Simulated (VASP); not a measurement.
Wanted: the native input for a VASP 6.6.1 run.

- Task: density of states
- Functional: LDA
- Potentials or basis: VASP PAW LDA potentials, release 64 (Ru_pv)
- Cutoff: 520 eV
- k mesh: 18 × 18 × 10
- Occupations: fermi-dirac, width 0.05 eV
- Spin: no spin polarisation
- Dipole correction: no
- k mesh for the DOS: 27 × 27 × 15
- Occupations for the DOS: tetrahedron
- Further INCAR settings: ALGO = Normal; EDIFF = 1e-07

Crystal: Ru.

```
Ru
1.0
     2.67402    0.00000    0.00000
    -1.33701    2.31577    0.00000
     0.00000    0.00000    4.22626
Ru
2
Cartesian
  0.0000 1.5438 1.0566
  1.3370 0.7719 3.1697
```

The input as run:

POSCAR

```
Ru
1.0
    2.6740248589      0.0000000000      0.0000000000
   -1.3370124294      2.3157734582      0.0000000000
    0.0000000000      0.0000000000      4.2262640145
Ru
2
Direct
    0.3333333333      0.6666666667      0.2500000000
    0.6666666667      0.3333333333      0.7500000000
```

INCAR.step1

```
PREC = Accurate ; ENCUT = 520
EDIFF = 1E-7 ; ISMEAR = -1
SIGMA = 0.05 ; LREAL = F
LASPH = T ; NELM = 80
ALGO = Normal ; ISIF = 2
LWAVE = F ; LCHARG = T
LMAXMIX = 4 ; NBANDS = 21
```

KPOINTS.step1

```
Automatic mesh
0
Gamma
  18 18 10
```

INCAR.step2

```
PREC = Accurate ; ENCUT = 520
EDIFF = 1E-7 ; ISMEAR = -5
SIGMA = 0.05 ; LREAL = F
LASPH = T ; NELM = 80
ALGO = Normal ; ISIF = 2
LWAVE = F ; LCHARG = F
LMAXMIX = 4 ; LORBIT = 11
NEDOS = 1001 ; ICHARG = 11
```

KPOINTS.step2

```
Automatic mesh
0
Gamma
  27 27 15
```

Potentials or basis: VASP PAW LDA potentials, release 64 (Ru_pv).

The run is started by

```console
$ cat potpaw_LDA.64/Ru_pv/POTCAR > POTCAR
$ cp INCAR.step1 INCAR
$ cp KPOINTS.step1 KPOINTS
$ mpirun -np 1 vasp_std > vasp.out
$ cp INCAR.step2 INCAR
$ cp KPOINTS.step2 KPOINTS
$ mpirun -np 1 vasp_std > vasp.out
```

Results of the run:

| Quantity | Value |
| --- | --- |
| Valence electrons inside the program's atomic spheres | Ru 12.75 |

Wall time 85 s on 1 thread of Intel(R) Xeon(R) 6975P-C (Granite Rapids) (shared host), peak memory 0.35 GiB.
